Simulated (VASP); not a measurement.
Input of a VASP 6.6.1 run:

Contents of INCAR:

```
SYSTEM = BiTe
AGGAC = 1.0 ; AGGAX = 1.0
ALDAC = 0.0 ; ALDAX = 1.0
ALGO = Normal ; EDIFF = 1E-6
ENCUT = 520 ; GGA = B5
ISIF = 2 ; ISMEAR = -1
LASPH = .True. ; LCHARG = .True.
LELF = .True. ; LREAL = .False.
LVHAR = .True. ; LWAVE = .False.
NBANDS = 18 ; NELM = 100
PREC = Accurate ; SIGMA = 0.02
```

KPOINTS

```
k-points
0
Gamma
  7 7 7
  0 0 0
```

POSCAR

```
BiTe
1.0
    0.0000000000      3.2775706714      3.2775706714
    3.2775706714      0.0000000000      3.2775706714
    3.2775706714      3.2775706714      0.0000000000
Bi Te
1 1
Direct
    0.0000000000      0.0000000000      0.0000000000
    0.5000000000      0.5000000000      0.5000000000
```

Potentials or basis: VASP PAW PBE potentials, release 64 (Bi_d, Te).

Run with:

```console
$ cat potpaw_PBE.64/Bi_d/POTCAR potpaw_PBE.64/Te/POTCAR > POTCAR
$ mpirun -np 1 vasp_std > vasp.out
```

Question: Predict the pressure.

Answer: 2.6 GPa.

Caveat: the PAW data sets were made with another functional, which shifts forces and pressure a little.
